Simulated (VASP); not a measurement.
# AlN: single point with r2SCAN

The system is AlN.

```xyz
4
Lattice="3.1533 0.0000 0.0000 -1.5766 2.6501 0.0000 0.0000 0.0000 4.9784" Properties=species:S:1:pos:R:3 pbc="T T T"
Al    0.0000    1.7667    0.0084
Al    1.5766    0.8834    2.4976
N     0.0000    1.7667    1.9083
N     1.5766    0.8834    4.3975
```

This cell differs from its parent crystal: strain +0.0150 x Voigt [1, -1, 0, 0, 0, 0].

```json
{
  "Program": "VASP 6.6.1",
  "Task": "single point",
  "Functional": "r2SCAN",
  "Potentials or basis": "VASP PAW PBE potentials, release 64 (Al, N)",
  "Cutoff": "520 eV",
  "k mesh": "12 × 12 × 6",
  "Occupations": "gaussian, width 0.05 eV",
  "Spin": "no spin polarisation"
}
```

* Pressure: -0.2 GPa
* Largest force: 0.338 eV/Å
* Band gap on the k mesh: 4.91 eV

Forces on the atoms (eV/Å):
```
Al   0.000 -0.285  0.013
Al   0.000  0.285  0.013
N    0.000 -0.338 -0.013
N    0.000  0.338 -0.013
```

Stress tensor (GPa, compression positive):
```
-5.78  0.00  0.00
 0.00  5.48  0.00
 0.00  0.00 -0.36
```

Levels at points of the mesh, in eV from the valence-band top:
| k point | band 5 | band 6 | band 7 | band 8 | band 9 | band 10 | band 11 | band 12 |
| --- | --- | --- | --- | --- | --- | --- | --- | --- |
| (0.00, 0.00, 0.00) | -0.80 | -0.30 | -0.15 | 0.00 | 4.91 | 7.52 | 11.58 | 11.77 |
| (0.50, 0.00, 0.00) | -3.45 | -2.04 | -1.76 | -0.63 | 6.45 | 6.72 | 9.14 | 11.22 |
| (0.00, 0.50, 0.00) | -3.27 | -2.34 | -1.77 | -0.85 | 6.26 | 6.44 | 8.88 | 11.29 |
| (0.00, 0.00, 0.50) | -0.64 | -0.64 | -0.49 | -0.49 | 7.24 | 7.24 | 11.29 | 11.29 |
| (0.50, 0.00, 0.50) | -1.44 | -1.44 | -1.38 | -1.38 | 6.05 | 6.05 | 10.21 | 10.21 |
| (0.00, 0.50, 0.50) | -1.68 | -1.68 | -1.36 | -1.36 | 5.89 | 5.89 | 10.04 | 10.04 |

Run time: 6.9 min on 1 thread of Intel Xeon 8259CL, on a shared host, peak memory 0.24 GiB.

Caveat: the cell differs from its parent crystal (strain +0.0150 x Voigt [1, -1, 0, 0, 0, 0]); the stress differs along the axes, from -6 to 5 GPa; the PAW data sets were made with another functional, which shifts forces and pressure a little. A k mesh can miss the band edges.
